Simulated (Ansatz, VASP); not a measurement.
Two plane-wave programs on TiAl

```
Ti Al
1.0
     3.17906    0.00000    0.00000
     0.00000    3.17906    0.00000
     0.00000    0.00000    3.17906
Ti Al
1 1
Cartesian
  0.0000 0.0000 0.0000
  1.5895 1.5895 1.5895
```

Alike in both runs: task single point; functional PBEsol; k mesh 16 × 16 × 16; occupations gaussian, width 0.15 eV; no spin polarisation.

```csv
,VASP,Ansatz
version,VASP 6.6.1,Ansatz 0.2.0
potentials or method,"VASP PAW PBE potentials, release 64 (Ti_sv, Al), cutoff 520 eV","scalar-relativistic, plane waves, PAW"
valence electrons in the cell,15,15
```

|  | VASP | Ansatz | Ansatz less VASP |
| --- | --- | --- | --- |
| gap on the k mesh at the Fermi level (eV) | none | none | - |
| pressure (GPa) | -2.4 | -2.4 | +0.02 |

VASP's potentials were made for PBE, not for PBEsol. A gap of «none» marks a metal or a gap that the smearing closes.
